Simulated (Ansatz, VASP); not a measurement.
# Al in VASP and in Ansatz

Contents of INCAR:

```
  ALGO = Fast
  EDIFF = 1E-6
  ENCUT = 520
  GGA = PE
  ISIF = 2
  ISMEAR = 0
  IVDW = 12
  LASPH = T
  LCHARG = T
  LELF = T
  LREAL = F
  LVHAR = T
  LWAVE = F
  NBANDS = 14
  NELM = 100
  PREC = Accurate
  SIGMA = 0.15
```

File KPOINTS:

```
k-points
0
Gamma
  18 18 4
```

The input POSCAR:

```
Al
1.0
    2.8144222650      0.0000000000      0.0000000000
   -1.4072111325      2.4373611785      0.0000000000
    0.0000000000      0.0000000000      9.2410470710
Al
4
Direct
    0.0000000000      0.0000000000      0.0000000000
    0.2758941646      0.5517883292      0.1894008065
    0.0000000000      0.0000000000      0.5000000000
    0.6666666667      0.3333333333      0.7500000000
```

Input for Ansatz:

```yaml
crystal:
  lattice:
    - [2.814422265, 0.0, 0.0]
    - [-1.4072111325, 2.4373611785, 0.0]
    - [0.0, 0.0, 9.241047071]
  atoms:
    - { symbol: Al, position: [0.0, 0.0, 0.0] }
    - { symbol: Al, position: [0.2758941646, 0.5517883292, 0.1894008065] }
    - { symbol: Al, position: [0.0, 0.0, 0.5] }
    - { symbol: Al, position: [0.6666666667, 0.3333333333, 0.75] }
basis:
  ecutwfc: 420
kpoints:
  mp_grid: { grid: [18, 18, 4] }
hamiltonian:
  xc: pbe
  pseudopotentials: { kind: paw, azcp: { folder: soft_1 } }
  dispersion: d3bj
scf:
  occupations: { method: gaussian, width: 0.15 }
output:
  forces: true
  stress: true
  eigenvalues: true
```

Alike in both runs: task single point; functional PBE; dispersion D3(BJ); k mesh 18 × 18 × 4; occupations gaussian, width 0.15 eV; no spin polarisation.

|  | VASP | Ansatz |
| --- | --- | --- |
| version | VASP 6.6.1 | Ansatz 0.2.0 |
| potentials or method | VASP PAW PBE potentials, release 64 (Al), cutoff 520 eV | scalar-relativistic, plane waves, PAW |
| valence electrons in the cell | 12 | 12 |

```csv
,VASP,Ansatz,Ansatz less VASP
gap on the k mesh at the Fermi level (eV),none,none,-
pressure (GPa),8.6,8.6,-0.01
"traceless stress, the component that is largest in VASP (GPa)",6.53,6.52,-0.012
rms of the force components (eV/Å),1.988,1.986,-0.0018
```

Atom by atom the forces differ by 0.002 eV/Å (rms over components). A gap of «none» marks a metal or a gap that the smearing closes.
